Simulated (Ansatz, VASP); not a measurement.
**Two plane-wave programs on BaTiO3**

```
Ba Ti O
1.0
     3.84693   -0.02423    0.07855
    -0.02423    3.99732   -0.02449
     0.07855   -0.02449    4.10954
Ba Ti O
1 1 3
Cartesian
  0.0043 -0.1215 0.1281
  2.0339 1.9329 2.1057
  1.8455 2.0181 0.0733
  2.0310 -0.0855 1.9312
  -0.0627 2.1789 2.0071
```

Change from the starting cell: all atoms moved at random (sigma 0.1 Å a component), cell strained at random (sigma 0.05).

Alike in both runs: task single point; functional PBE; k mesh 8 × 8 × 8; occupations gaussian, width 0.05 eV; no spin polarisation.

|  | VASP | Ansatz |
| --- | --- | --- |
| version | VASP 6.6.1 | Ansatz 0.2.0 |
| potentials or method | VASP PAW PBE potentials, release 64 (Ba_sv, Ti_sv, O), cutoff 520 eV | scalar-relativistic, plane waves, PAW |
| valence electrons in the cell | 40 | 40 |

```tsv
	VASP	Ansatz	Ansatz less VASP
gap on the k mesh at the Fermi level (eV)	2.02	2.07	+0.053
least direct gap on the mesh (eV)	2.32	2.35	+0.032
pressure (GPa)	12.6	10.4	-2.24
traceless stress, the component that is largest in VASP (GPa)	10.67	10.30	-0.374
rms of the force components (eV/Å)	1.045	0.966	-0.0793
```

Atom by atom the forces differ by 0.093 eV/Å (rms over components). With one functional, cell and mesh, what is left measures potentials, basis and numerics.

Neither program's run includes spin-orbit coupling.
